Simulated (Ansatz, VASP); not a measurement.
**Ga2SeS2: VASP beside Ansatz**

```xyz
5
Lattice="4.2993 0.0000 0.0000 -2.1497 3.7233 0.0000 0.0000 0.0000 7.2620" Properties=species:S:1:pos:R:3 pbc="T T T"
Ga    0.0000    2.4822    1.8917
Ga    2.1497    1.2411    5.3703
Se    0.0000    0.0000    0.0000
S     0.0000    2.4822    4.5785
S     2.1497    1.2411    2.6836
```

Change from the starting cell: species swapped into the CaZn2As2 type (P-3m1, No. 164).

Alike in both runs: task relaxation of cell and atoms; functional PBE; k mesh 6 × 6 × 4; occupations gaussian, width 0.1 eV; no spin polarisation.

|  | VASP | Ansatz |
| --- | --- | --- |
| version | VASP 6.6.1 | Ansatz 0.2.0 |
| potentials or method | VASP PAW PBE potentials, release 64 (Ga_d, Se, S), cutoff 600 eV | scalar-relativistic, plane waves, PAW |
| valence electrons in the cell | 44 | 54 |

Ansatz gave:

* gap on the k mesh at the Fermi level, each at its own relaxed structure (eV): none
* relaxed volume (Å³/atom): 22.32
* relaxed cell length with the largest relative difference (Å): 9.827

Task: What did VASP give for the same quantities?

Result: gap on the k mesh at the Fermi level, each at its own relaxed structure (eV): none; relaxed volume (Å³/atom): 21.81; relaxed cell length with the largest relative difference (Å): 9.640.

A gap of «none» marks a metal or a gap that the smearing closes. VASP's potentials hold 44 valence electrons a cell and Ansatz's 54, so a difference there can come from the potentials and not from the codes.
